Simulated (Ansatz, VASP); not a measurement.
# Ge in VASP and in Ansatz

Contents of INCAR:

```
PREC = Accurate
ENCUT = 520
EDIFF = 1E-6
ISMEAR = 0
SIGMA = 0.005
LREAL = False
LASPH = True
NELM = 150
ALGO = Normal
ISIF = 2
LWAVE = False
LCHARG = True
ISPIN = 2
MAGMOM = 2
LORBIT = 11
GGA = PS
LELF = True
LVHAR = True
ISYM = 0
NBANDS = 17
```

KPOINTS

```
Automatic mesh
0
Gamma
  1 1 1
```

Contents of POSCAR:

```
Ge
1.0
   15.0000000000      0.0000000000      0.0000000000
    0.0000000000     15.5000000000      0.0000000000
    0.0000000000      0.0000000000     16.0000000000
Ge
1
Direct
    0.5000000000      0.5000000000      0.5000000000
```

Input for Ansatz:

```yaml
crystal:
  lattice:
    - [15.0, 0.0, 0.0]
    - [0.0, 15.5, 0.0]
    - [0.0, 0.0, 16.0]
  atoms:
    - { symbol: Ge, position: [0.5, 0.5, 0.5], spin: 2.0 }
  symmetry: { detect: false }
basis:
  ecutwfc: 420
kpoints:
  mp_grid: { grid: [1, 1, 1] }
hamiltonian:
  xc: pbesol
scf:
  occupations: { method: gaussian, width: 0.005 }
output:
  forces: true
  eigenvalues: true
  populations: true
magnetization:
  spin_polarized: true
```

Alike in both runs: task single point; functional PBEsol; k mesh 1 × 1 × 1; occupations gaussian, width 0.005 eV; collinear spin.

|  | VASP | Ansatz |
| --- | --- | --- |
| version | VASP 6.6.1 | Ansatz 0.2.0 |
| potentials or method | VASP PAW PBE potentials, release 64 (Ge_d), cutoff 520 eV | scalar-relativistic, plane waves, PAW |
| valence electrons in the cell | 14 | 14 |

|  | VASP | Ansatz | Ansatz less VASP |
| --- | --- | --- | --- |
| net moment per atom (μB) | 2.00 | 2.00 | 0.000 |
| size of the moment on the site where the two differ most (μB) | 0.76 | 2.00 | +1.245 |

VASP's potentials were made for PBE, not for PBEsol. Site moments also hang on the region over which each program counts them. Ansatz's warnings: open shared shell at semilocal close.
